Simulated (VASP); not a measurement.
# Ni (Pm-3n) in VASP: notebook, part 2 of 2

VASP 6.6.1. Earlier steps stand in the parts before.

### Step 3. Single point, revPBE, collinear spin, ferromagnetic start

INCAR reads:

```
SYSTEM = Ni
ALGO = Normal
EDIFF = 1E-6
ENCUT = 520
GGA = RE
ISIF = 2
ISMEAR = -1
ISPIN = 2
LASPH = .True.
LCHARG = .True.
LELF = .True.
LMAXMIX = 4
LORBIT = 11
LREAL = .False.
LVHAR = .True.
LWAVE = .False.
MAGMOM = 0.628 0.628 0.619 0.619 0.619 0.619 0.619 0.619
NBANDS = 54
NELM = 150
PREC = Accurate
SIGMA = 0.05
```

KPOINTS reads:

```
k-points
0
Gamma
  8 8 8
  0 0 0
```

POSCAR reads:

```
Ni
1.0
    4.4987912240      0.0000000000      0.0000000000
    0.0000000000      4.4987912240      0.0000000000
    0.0000000000      0.0000000000      4.4987912240
Ni
8
Direct
    0.0000000000      1.0000000000      0.0000000000
    0.5000000000      0.5000000000      0.5000000000
    0.2500000000      1.0000000000      0.5000000000
    0.7500000000      0.0000000000      0.5000000000
    0.5000000000      0.2500000000      1.0000000000
    0.5000000000      0.7500000000      1.0000000000
    1.0000000000      0.5000000000      0.2500000000
    1.0000000000      0.5000000000      0.7500000000
```

Potentials or basis: VASP PAW PBE potentials, release 64 (Ni).

Started as:

```
cat potpaw_PBE.64/Ni/POTCAR > POTCAR
mpirun -np 1 vasp_std > vasp.out
```

OUTCAR:

```text
SYSTEM = Ni
   EDIFF = 1E-6
   ENCUT = 520
   GGA = RE
   ISIF = 2
   ISMEAR = -1
   ISPIN = 2
   LASPH = .True.
   LORBIT = 11
   LREAL = .False.
   NELM = 150
   PREC = Accurate

 ion  position               nearest neighbor table
   1  0.000  0.000  0.000-   3 2.51   4 2.51   5 2.51   6 2.51   7 2.51   8 2.51   3 2.51   4 2.51
                             7 2.51   8 2.51   5 2.51   6 2.51
   2  0.500  0.500  0.500-   3 2.51   4 2.51   5 2.51   6 2.51   7 2.51   8 2.51   5 2.51   6 2.51
                             3 2.51   4 2.51   7 2.51   8 2.51
   3  0.250  0.000  0.500-   4 2.25   4 2.25   1 2.51   1 2.51   2 2.51   2 2.51   8 2.75   5 2.75
                             5 2.75   6 2.75   6 2.75   7 2.75   8 2.75   7 2.75
   4  0.750  0.000  0.500-   3 2.25   3 2.25   1 2.51   1 2.51   2 2.51   2 2.51   8 2.75   5 2.75
                             5 2.75   6 2.75   6 2.75   7 2.75   8 2.75   7 2.75
   5  0.500  0.250  0.000-   6 2.25   6 2.25   1 2.51   2 2.51   2 2.51   1 2.51   8 2.75   4 2.75
                             3 2.75   4 2.75   3 2.75   7 2.75   7 2.75   8 2.75
   6  0.500  0.750  0.000-   5 2.25   5 2.25   1 2.51   2 2.51   2 2.51   1 2.51   8 2.75   4 2.75
                             3 2.75   4 2.75   3 2.75   7 2.75   7 2.75   8 2.75
   7  0.000  0.500  0.250-   8 2.25   8 2.25   1 2.51   2 2.51   1 2.51   2 2.51   3 2.75   4 2.75
                             5 2.75   3 2.75   4 2.75   6 2.75   5 2.75   6 2.75
   8  0.000  0.500  0.750-   7 2.25   7 2.25   1 2.51   2 2.51   1 2.51   2 2.51   3 2.75   4 2.75
                             5 2.75   3 2.75   4 2.75   6 2.75   5 2.75   6 2.75

  LATTYP: Found a simple cubic cell.
 ALAT       =     4.4987912240

  Lattice vectors:

 A1 = (   4.4987912240,   0.0000000000,   0.0000000000)
 A2 = (   0.0000000000,   4.4987912240,   0.0000000000)
 A3 = (   0.0000000000,   0.0000000000,   4.4987912240)

Analysis of symmetry for initial positions (statically):
=====================================================================
 Subroutine PRICEL returns:
 Original cell was already a primitive cell.

 Routine SETGRP: Setting up the symmetry group for a
 simple cubic supercell.

 Subroutine GETGRP returns: Found 48 space group operations
 (whereof 24 operations were pure point group operations)
 out of a pool of 48 trial point group operations.

The static configuration has the point symmetry T_h .
 The point group associated with its full space group is O_h .

Analysis of symmetry for dynamics (positions and initial velocities):
=====================================================================
 Subroutine PRICEL returns:
 Original cell was already a primitive cell.

 Routine SETGRP: Setting up the symmetry group for a
 simple cubic supercell.

 Subroutine GETGRP returns: Found 48 space group operations
 (whereof 24 operations were pure point group operations)
 out of a pool of 48 trial point group operations.

The dynamic configuration has the point symmetry T_h .
 The point group associated with its full space group is O_h .

Analysis of structural, dynamic, and magnetic symmetry:
=====================================================================
 Subroutine PRICEL returns:
 Original cell was already a primitive cell.

 Routine SETGRP: Setting up the symmetry group for a
 simple cubic supercell.

 Subroutine GETGRP returns: Found 48 space group operations
 (whereof 24 operations were pure point group operations)
 out of a pool of 48 trial point group operations.

[... 129 lines left out ...]
   EFERMI_NEDOS =   21; number of points for ismear=-14 and -15
   IALGO  =     38    algorithm
   IMIX   =      4    mixing-type and parameters
     AMIX     =   0.40;   BMIX     =  1.00
     AMIX_MAG =   1.60;   BMIX_MAG =  1.00
  volume/ion in A,a.u.               =      11.38        76.81
  Fermi-wavevector in a.u.,A,eV,Ry     =   1.567987  2.963065 33.451035  2.458582
  Thomas-Fermi vector in A             =   2.670085
   LORBIT       =     11    0 simple, 1 ext, 2 COOP (PROOUT), +10 PAW based schemes
   GGA     = RE    functional components
   LHFCALC =     F    Hartree Fock is set to
   AEXX    =    0.0000 exact exchange contribution
   IVDW    =     0    specifies the selected vdW correction
   LEPSILON=     F    determine dielectric tensor
   LRPA    =     F    only Hartree local field effects (RPA)
 spin polarized calculation
  energy-cutoff  :      520.00
  volume of cell :       91.05
 maximum number of plane-waves:      2469
 NGX is ok and might be reduce to    36
   NGX = 17   NGY = 17   NGZ = 17

 number of electron      79.9999950 magnetization       4.8524997

 Free energy of the ion-electron system (eV)
  ---------------------------------------------------
  ext. energy  EPLUGINS =         0.00000000
  ---------------------------------------------------
  free energy    TOTEN  =       -39.49995328 eV

  energy without entropy =      -39.34345578  energy(sigma->0) =      -39.42170453

 E-fermi :   8.8680     XC(G=0): -12.8856

 val. band max:        8.8647463974   @ k =   0.3750   0.2500   0.2500
 cond. band min:       8.8706556877   @ k =   0.2500   0.2500   0.0000
 fundamental gap:      0.0059092903
 Fermi energy:         8.8679957066

 spin component 1

 k-point     1 :       0.0000    0.0000    0.0000
  band No.  band energies     occupation
      1       0.1780      1.00000
      2       4.2191      1.00000
      3       4.2191      1.00000
      4       4.8321      1.00000
      5       5.1994      1.00000
      6       5.1994      1.00000
[... 1309 lines left out ...]
     51      17.0238      0.00000
     52      17.8556      0.00000

 [... further k-points ...]

 spin component 2

 k-point     1 :       0.0000    0.0000    0.0000
  band No.  band energies     occupation
      1       0.1353      1.00000
      2       4.5670      1.00000
      3       4.5670      1.00000
      4       5.1197      1.00000
      5       5.7217      1.00000
      6       5.7217      1.00000
[... 1309 lines left out ...]
     51      17.2013      0.00000
     52      18.0679      0.00000

 [... further k-points ...]

 [bands above 52 left out]

------------------------ aborting loop because EDIFF is reached ----------------------------------------

  FORCE on cell =-STRESS in cart. coord.  units (eV):
  Direction    XX          YY          ZZ          XY          YZ          ZX
  --------------------------------------------------------------------------------------
  -------------------------------------------------------------------------------------
  Total        0.2083942      0.2083942      0.2083942      0.0000000      0.0000000      0.0000000
  in kB        3.6669810      3.6669810      3.6669810      0.0000000      0.0000000      0.0000000
  external PRESSURE =       3.6669810 kB  Pullay stress =       0.0000000 kB

 VOLUME and BASIS-vectors are now :
 -----------------------------------------------------------------------------
  energy-cutoff  :      520.00
  volume of cell :       91.05
      direct lattice vectors                 reciprocal lattice vectors
     4.498791224  0.000000000  0.000000000     0.222281931  0.000000000  0.000000000
     0.000000000  4.498791224  0.000000000     0.000000000  0.222281931  0.000000000
     0.000000000  0.000000000  4.498791224     0.000000000  0.000000000  0.222281931

 POSITION                                       TOTAL-FORCE (eV/Angst)
 -----------------------------------------------------------------------------------
      0.00000      0.00000      0.00000         0.000000     -0.000000     -0.000000
      2.24940      2.24940      2.24940         0.000000     -0.000000     -0.000000
      1.12470      0.00000      2.24940         0.000000     -0.000000      0.000000
      3.37409      0.00000      2.24940        -0.000000      0.000000      0.000000
      2.24940      1.12470      0.00000        -0.000000     -0.000000      0.000000
      2.24940      3.37409      0.00000         0.000000     -0.000000      0.000000
      0.00000      2.24940      1.12470        -0.000000     -0.000000      0.000000
      0.00000      2.24940      3.37409        -0.000000      0.000000     -0.000000
 -----------------------------------------------------------------------------------
    total drift:                                0.000000      0.000000     -0.000000

  FREE ENERGIE OF THE ION-ELECTRON SYSTEM (eV)
  ---------------------------------------------------
  free  energy   TOTEN  =       -39.4999532786 eV

  energy  without entropy=      -39.3434557835  energy(sigma->0) =      -39.42170453

 total charge

# of ion       s       p       d       tot
------------------------------------------
    1        0.483   0.468   8.300   9.252
    2        0.483   0.468   8.300   9.252
    3        0.477   0.456   8.321   9.254
    4        0.477   0.456   8.321   9.254
    5        0.477   0.456   8.321   9.254
    6        0.477   0.456   8.321   9.254
    7        0.477   0.456   8.321   9.254
    8        0.477   0.456   8.321   9.254
--------------------------------------------------
tot          3.830   3.670  66.526  74.026

 magnetization (x)

# of ion       s       p       d       tot
------------------------------------------
    1       -0.006  -0.025   0.661   0.630
    2       -0.006  -0.025   0.661   0.630
    3       -0.004  -0.021   0.641   0.616
    4       -0.004  -0.021   0.641   0.616
    5       -0.004  -0.021   0.641   0.616
    6       -0.004  -0.021   0.641   0.616
    7       -0.004  -0.021   0.641   0.616
    8       -0.004  -0.021   0.641   0.616
--------------------------------------------------
tot         -0.033  -0.178   5.168   4.956
```

Wall time 3.5 min (1 thread of Intel Xeon 6975P-C (Granite Rapids), shared host); peak memory 0.38 GiB.

What came out:

* Free energy: -39.5000 eV
* Pressure: 0.4 GPa
* Net moment: 4.85 μB per cell
* Site moments: Ni +0.63, +0.62 (each value once) μB
* Valence electrons inside the program's atomic spheres: Ni 9.25

Levels at points of the mesh, in eV from the Fermi level:
Spin up:
| k point | band 38 | band 39 | band 40 | band 41 | band 42 | band 43 | band 44 | band 45 | band 46 | band 47 |
| --- | --- | --- | --- | --- | --- | --- | --- | --- | --- | --- |
| (0.00, 0.00, 0.00) | -0.72 | -0.54 | -0.54 | -0.54 | 1.01 | 1.01 | 1.01 | 2.48 | 2.48 | 2.76 |
| (0.50, 0.00, 0.00) | -0.85 | -0.54 | -0.54 | -0.31 | -0.31 | 1.84 | 1.84 | 2.31 | 2.31 | 4.23 |
| (0.50, 0.50, 0.00) | -0.66 | -0.66 | -0.58 | -0.52 | -0.43 | -0.43 | -0.25 | 2.20 | 3.90 | 3.90 |
| (0.50, 0.50, 0.50) | -0.79 | -0.79 | -0.79 | 0.17 | 0.17 | 0.17 | 0.17 | 0.17 | 0.17 | 0.35 |
Spin down:
```csv
k point,band 36,band 37,band 38,band 39,band 40,band 41
"(0.00, 0.00, 0.00)",0.03,0.03,0.03,0.20,0.20,0.20
"(0.50, 0.00, 0.00)",-0.17,-0.15,-0.15,0.18,0.18,0.46
"(0.50, 0.50, 0.00)",-0.14,-0.07,0.01,0.05,0.05,0.23
"(0.50, 0.50, 0.50)",-0.13,-0.08,-0.08,-0.08,-0.08,0.71
```

Caveat: the PAW data sets were made with another functional, which shifts forces and pressure a little.
